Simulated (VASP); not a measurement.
# ZnS (I-4m2) in VASP: notebook, part 2 of 2

VASP 6.6.1. The steps go on from the part before.

## Step 3: Single point, r2SCAN (strain +0.015 along x and y, +0.030 along z)

POSCAR

```
ZnS
1.0
    0.0000000000      2.7452197500      2.7857895000
    2.7452197500      0.0000000000      2.7857895000
    2.7452197500      2.7452197500      0.0000000000
Zn S
1 1
Direct
    0.0000000000      0.0000000000      0.0000000000
    0.7500000000      0.7500000000      0.7500000000
```

INCAR.step1

```
SYSTEM = ZnS
ALGO = Normal ; EDIFF = 1E-4
ENCUT = 520 ; GGA = PE
ISMEAR = 0 ; LASPH = .TRUE.
LCHARG = .FALSE. ; LREAL = .FALSE.
LWAVE = .TRUE. ; NBANDS = 16
NELM = 100 ; PREC = Accurate
SIGMA = 0.05
```

INCAR.step2

```
SYSTEM = ZnS
ALGO = Normal ; EDIFF = 1E-6
ENCUT = 520 ; ISIF = 2
ISMEAR = 0 ; ISTART = 1
LASPH = .TRUE. ; LCHARG = .TRUE.
LELF = .TRUE. ; LMIXTAU = .TRUE.
LREAL = .FALSE. ; LVHAR = .TRUE.
LWAVE = .FALSE. ; METAGGA = R2SCAN
NBANDS = 16 ; NELM = 100
PREC = Accurate ; SIGMA = 0.05
```

KPOINTS

```
k-points
0
G
  8 8 8
  0 0 0
```

Potentials or basis: VASP PAW PBE potentials, release 64 (Zn, S).

The run is started by

```bash
$ cat potpaw_PBE.64/Zn/POTCAR potpaw_PBE.64/S/POTCAR > POTCAR
$ cp INCAR.step1 INCAR
$ mpirun -np 1 vasp_std > vasp.out
$ cp INCAR.step2 INCAR
$ mpirun -np 1 vasp_std > vasp.out
```

OUTCAR:

```text
SYSTEM = ZnS
   EDIFF = 1E-6
   ENCUT = 520
   ISIF = 2
   ISMEAR = 0
   ISTART = 1
   LASPH = .TRUE.
   LREAL = .FALSE.
   METAGGA = R2SCAN
   NELM = 100
   PREC = Accurate

 ion  position               nearest neighbor table
   1  0.000  0.000  0.000-   2 2.39   2 2.39   2 2.39   2 2.39
   2  0.750  0.750  0.750-   1 2.39   1 2.39   1 2.39   1 2.39

  LATTYP: Found a body centered tetragonal cell.
 ALAT       =     3.8823270021
 C/A-ratio  =     1.4351132702

  Lattice vectors:

 A1 = (  -2.7452197500,   0.0000000000,   2.7857895000)
 A2 = (   2.7452197500,   0.0000000000,   2.7857895000)
 A3 = (   0.0000000000,   2.7452197500,  -2.7857895000)

Analysis of symmetry for initial positions (statically):
=====================================================================
 Subroutine PRICEL returns:
 Original cell was already a primitive cell.

 Routine SETGRP: Setting up the symmetry group for a
 body centered tetragonal supercell.

 Subroutine GETGRP returns: Found  8 space group operations
 (whereof  8 operations were pure point group operations)
 out of a pool of 16 trial point group operations.

The static configuration has the point symmetry D_2d.

Analysis of symmetry for dynamics (positions and initial velocities):
=====================================================================
 Subroutine PRICEL returns:
 Original cell was already a primitive cell.

 Routine SETGRP: Setting up the symmetry group for a
 body centered tetragonal supercell.

 Subroutine GETGRP returns: Found  8 space group operations
 (whereof  8 operations were pure point group operations)
 out of a pool of 16 trial point group operations.

The dynamic configuration has the point symmetry D_2d.

 Subroutine INISYM returns: Found  8 space group operations
 (whereof  8 operations are pure point group operations),
[... 112 lines left out ...]
   EFERMI_NEDOS =   21; number of points for ismear=-14 and -15
   IALGO  =     38    algorithm
   IMIX   =      4    mixing-type and parameters
     AMIX     =   0.40;   BMIX     =  1.00
     AMIX_MAG =   1.60;   BMIX_MAG =  1.00
  volume/ion in A,a.u.               =      20.99       141.68
  Fermi-wavevector in a.u.,A,eV,Ry     =   1.234397  2.332672 20.731683  1.523736
  Thomas-Fermi vector in A             =   2.369089
   LORBIT       =      0    0 simple, 1 ext, 2 COOP (PROOUT), +10 PAW based schemes
   METAGGA = R2SCAN    functional components
   LHFCALC =     F    Hartree Fock is set to
   AEXX    =    0.0000 exact exchange contribution
   IVDW    =     0    specifies the selected vdW correction
   LEPSILON=     F    determine dielectric tensor
   LRPA    =     F    only Hartree local field effects (RPA)
 non-spin polarized calculation
 Gauss-broadening in eV      SIGMA  =   0.05
  energy-cutoff  :      520.00
  volume of cell :       41.99
 maximum number of plane-waves:      1152
 NGX is ok and might be reduce to    30
   NGX = 15   NGY = 15   NGZ = 15

 number of electron      17.9999992 magnetization

 Free energy of the ion-electron system (eV)
  ---------------------------------------------------
  ext. energy  EPLUGINS =         0.00000000
  ---------------------------------------------------
  free energy    TOTEN  =       -18.82048968 eV

  energy without entropy =      -18.82048968  energy(sigma->0) =      -18.82048968

 E-fermi :   1.4909     XC(G=0):  -9.9728

 val. band max:        1.2845214671   @ k =   0.0000   0.0000   0.0000
 cond. band min:       3.6552432139   @ k =   0.0000   0.0000   0.0000
 fundamental gap:      2.3707217468
 Fermi energy:         1.4909255045

 k-point     1 :       0.0000    0.0000    0.0000
  band No.  band energies     occupation
      1     -11.9784      2.00000
      2      -5.0112      2.00000
      3      -5.0033      2.00000
      4      -5.0033      2.00000
      5      -4.5387      2.00000
      6      -4.5368      2.00000
[... 433 lines left out ...]
      3      -4.8858      2.00000
      4      -4.7963      2.00000
      5      -4.5350      2.00000
      6      -4.5084      2.00000
[... 8 lines left out ...]
     15      14.4376      0.00000
     16      14.7472      0.00000

 [... further k-points ...]

------------------------ aborting loop because EDIFF is reached ----------------------------------------

  FORCE on cell =-STRESS in cart. coord.  units (eV):
  Direction    XX          YY          ZZ          XY          YZ          ZX
  --------------------------------------------------------------------------------------
  -------------------------------------------------------------------------------------
  Total       -1.1799625     -1.1799625     -1.3518918      0.0000000      0.0000000      0.0000000
  in kB      -45.0242276    -45.0242276    -51.5845930      0.0000000      0.0000000      0.0000000
  external PRESSURE =     -47.2110161 kB  Pullay stress =       0.0000000 kB

 VOLUME and BASIS-vectors are now :
 -----------------------------------------------------------------------------
  energy-cutoff  :      520.00
  volume of cell :       41.99
      direct lattice vectors                 reciprocal lattice vectors
     0.000000000  2.745219750  2.785789500    -0.182134782  0.182134782  0.179482333
     2.745219750  0.000000000  2.785789500     0.182134782 -0.182134782  0.179482333
     2.745219750  2.745219750  0.000000000     0.182134782  0.182134782 -0.179482333

 POSITION                                       TOTAL-FORCE (eV/Angst)
 -----------------------------------------------------------------------------------
      0.00000      0.00000      0.00000         0.000000      0.000000      0.000000
      4.11783      4.11783      4.17868        -0.000000     -0.000000      0.000000
 -----------------------------------------------------------------------------------
    total drift:                               -0.000028     -0.000028      0.000004

  FREE ENERGIE OF THE ION-ELECTRON SYSTEM (eV)
  ---------------------------------------------------
  free  energy   TOTEN  =       -18.8204896793 eV

  energy  without entropy=      -18.8204896793  energy(sigma->0) =      -18.82048968
```

OUTCAR.step1:

```text
SYSTEM = ZnS
   EDIFF = 1E-4
   ENCUT = 520
   GGA = PE
   ISMEAR = 0
   LASPH = .TRUE.
   LREAL = .FALSE.
[... 678 lines left out ...]
      0.00000      0.00000      0.00000         0.000000      0.000000      0.000000
      4.11783      4.11783      4.17868        -0.000000     -0.000000     -0.000000
 -----------------------------------------------------------------------------------
    total drift:                                0.000000      0.000000     -0.000001

  FREE ENERGIE OF THE ION-ELECTRON SYSTEM (eV)
  ---------------------------------------------------
  free  energy   TOTEN  =        -6.8394290329 eV

  energy  without entropy=       -6.8394290329  energy(sigma->0) =       -6.83942903
```

OSZICAR.step1:

```text
N       E                     dE             d eps       ncg     rms          rms(c)
DAV:   1     0.881496943874E+02    0.88150E+02   -0.88491E+03  1888   0.132E+03
DAV:   2    -0.140109716540E+01   -0.89551E+02   -0.84112E+02  2168   0.256E+02
DAV:   3    -0.720643522516E+01   -0.58053E+01   -0.57814E+01  2368   0.635E+01
DAV:   4    -0.726802323126E+01   -0.61588E-01   -0.61574E-01  2376   0.682E+00
DAV:   5    -0.726877920426E+01   -0.75597E-03   -0.75596E-03  2360   0.717E-01    0.614E+00
DAV:   6    -0.685791961519E+01    0.41086E+00   -0.73975E-01  2840   0.290E+01    0.485E+00
DAV:   7    -0.683968115574E+01    0.18238E-01   -0.23096E-01  2208   0.421E+00    0.251E+00
DAV:   8    -0.683894746495E+01    0.73369E-03   -0.47469E-03  2424   0.692E-01    0.638E-01
DAV:   9    -0.683925496333E+01   -0.30750E-03   -0.11205E-03  2256   0.271E-01    0.108E-01
DAV:  10    -0.683943191632E+01   -0.17695E-03   -0.19159E-04  2296   0.155E-01    0.549E-02
DAV:  11    -0.683942903289E+01    0.28834E-05   -0.37923E-05  1328   0.108E-01
   1 F= -.68394290E+01 E0= -.68394290E+01  d E =-.149382E-13
```

Wall time 4.1 min (1 thread of AMD EPYC 7R43 (Zen 3), shared host); peak memory 0.15 GiB.

What came out:

```yaml
Free_energy: -18.8205 eV
Pressure: -4.7 GPa
Band_gap_on_the_k_mesh: 2.37 eV, direct
```

Levels at points of the mesh, in eV from the valence-band top:
| k point | band 7 | band 8 | band 9 | band 10 | band 11 | band 12 |
| --- | --- | --- | --- | --- | --- | --- |
| (0.00, 0.00, 0.00) | -0.05 | 0.00 | 0.00 | 2.37 | 6.92 | 6.92 |
| (0.50, 0.00, 0.00) | -5.00 | -0.85 | -0.78 | 3.66 | 7.35 | 7.47 |
| (0.50, 0.50, 0.00) | -4.44 | -2.02 | -2.02 | 3.89 | 4.55 | 11.17 |
| (0.50, 0.00, 0.50) | -4.35 | -2.11 | -2.08 | 3.82 | 4.41 | 11.33 |

Caveat: the cell differs from its parent crystal (strain +0.015 along x and y, +0.030 along z); the PAW data sets were made with another functional, which shifts forces and pressure a little.

## Step 4: Single point, r2SCAN (strain +0.030 along x and y, +0.015 along z)

POSCAR

```
ZnS
1.0
    0.0000000000      2.7857895000      2.7452197500
    2.7857895000      0.0000000000      2.7452197500
    2.7857895000      2.7857895000      0.0000000000
Zn S
1 1
Direct
    0.0000000000      0.0000000000      0.0000000000
    0.7500000000      0.7500000000      0.7500000000
```

INCAR.step1

```
SYSTEM = ZnS
ALGO = Normal ; EDIFF = 1E-4
ENCUT = 520 ; GGA = PE
ISMEAR = 0 ; LASPH = .True.
LCHARG = .False. ; LREAL = .False.
LWAVE = .True. ; NBANDS = 16
NELM = 100 ; PREC = Accurate
SIGMA = 0.05
```

INCAR.step2

```
SYSTEM = ZnS
ALGO = Normal ; EDIFF = 1E-7
ENCUT = 520 ; ISIF = 2
ISMEAR = 0 ; ISTART = 1
LASPH = .True. ; LCHARG = .False.
LMIXTAU = .True. ; LREAL = .False.
LWAVE = .False. ; METAGGA = R2SCAN
NBANDS = 16 ; NELM = 100
PREC = Accurate ; SIGMA = 0.05
```

KPOINTS

```
k-points
0
Gamma
  8 8 8
  0 0 0
```

The run is started by

```bash
$ cat potpaw_PBE.64/Zn/POTCAR potpaw_PBE.64/S/POTCAR > POTCAR
$ cp INCAR.step1 INCAR
$ mpirun -np 1 vasp_std > vasp.out
$ cp INCAR.step2 INCAR
$ mpirun -np 1 vasp_std > vasp.out
```

Wall time 4.4 min (1 thread of AMD EPYC 7R43 (Zen 3), shared host); peak memory 0.15 GiB.

The run converged. Its results:

- Free energy: -18.8005 eV
- Pressure: -5.5 GPa
- Band gap on the k mesh: 2.29 eV, direct

Stress tensor (GPa, compression positive):
```
-5.74  0.00  0.00
 0.00 -5.74  0.00
 0.00  0.00 -5.12
```

Levels at points of the mesh, in eV from the valence-band top:
```
           k point  band 6  band 7  band 8  band 9  band 10  band 11  band 12  band 13
(0.00, 0.00, 0.00)   -5.81   -0.05   -0.05    0.00     2.29     6.91     6.92     6.92
(0.50, 0.00, 0.00)   -5.64   -4.92   -0.85   -0.77     3.61     7.34     7.46     9.06
(0.50, 0.50, 0.00)   -5.61   -4.28   -2.09   -2.09     3.81     4.34    11.26    12.23
(0.50, 0.00, 0.50)   -5.63   -4.37   -2.03   -2.00     3.88     4.48    11.10    12.18
```

Caveat: the cell differs from its parent crystal (strain +0.030 along x and y, +0.015 along z); the PAW data sets were made with another functional, which shifts forces and pressure a little.

## Step 5: Summary

| cell | gap on the mesh (eV) | pressure (GPa) |
| --- | --- | --- |
| a = 3.854, b = 3.854, c = 3.882 Å, angles 59.8, 59.8, 60.5°, 2 atoms | 2.49 | -2.9 |
| a = 3.911, b = 3.911, c = 3.882 Å, angles 60.2, 60.2, 59.5°, 2 atoms | 2.37 | -4.7 |
| a = 3.911, b = 3.911, c = 3.940 Å, angles 59.8, 59.8, 60.5°, 2 atoms | 2.29 | -5.5 |

Alike in all rows: task single point; level r2SCAN; potentials or basis VASP PAW PBE potentials, release 64 (Zn, S); no spin polarisation; k mesh 8 × 8 × 8; cutoff (eV) 520; smearing gaussian 0.05 eV.

Caveats: the PAW data sets were made with another functional, which shifts forces and pressure a little.

Absolute energies hang on the potentials; compare differences alone.
